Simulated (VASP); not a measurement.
Write the native input for VASP 6.6.1 that does the following.

| Quantity | Value |
| --- | --- |
| Task | single point |
| Functional | PBE |
| Potentials or basis | VASP PAW PBE potentials, release 64 (In_d) |
| Cutoff | 520 eV |
| k mesh | 20 × 20 × 20 |
| Occupations | gaussian, width 0.15 eV |
| Spin | no spin polarisation |
| Dipole correction | no |
| Further INCAR settings | ALGO = Fast; EDIFF = 1e-06; NBANDS = 12 |

The structure of In lies in POSCAR:

```
In
1.0
   -1.6261500000      1.6261500000      2.6718660000
    1.6261500000     -1.6261500000      2.6718660000
    1.6261500000      1.6261500000     -2.6718660000
In
1
Direct
    0.0000000000      0.0000000000      0.0000000000
```

This cell differs from its parent crystal: strain +0.000 along x and y, +0.080 along z.

One way to write it, as run:

INCAR

```
SYSTEM = In
  PREC = Accurate
  ENCUT = 520
  EDIFF = 1E-6
  ISMEAR = 0
  SIGMA = 0.15
  LREAL = .FALSE.
  LASPH = .TRUE.
  NELM = 80
  ALGO = Fast
  ISIF = 2
  LWAVE = .FALSE.
  LCHARG = .FALSE.
  GGA = PE
  NBANDS = 12
```

KPOINTS

```
Automatic mesh
0
G
  20 20 20
  0 0 0
```

Potentials or basis: VASP PAW PBE potentials, release 64 (In_d).

Command:

```bash
$ cat potpaw_PBE.64/In_d/POTCAR > POTCAR
$ mpirun -np 1 vasp_std > vasp.out
```

It gave:

- Pressure: -0.9 GPa
- Band gap on the k mesh: zero (an odd number of electrons rules out a gap without spin polarisation)

Caveat: the cell differs from its parent crystal (strain +0.000 along x and y, +0.080 along z); spin-orbit coupling is left out, which moves the levels of the heavy elements.

Run time: 100 s on 1 thread of Intel(R) Xeon(R) 6975P-C (Granite Rapids), with other jobs on the host, peak memory 0.32 GiB.
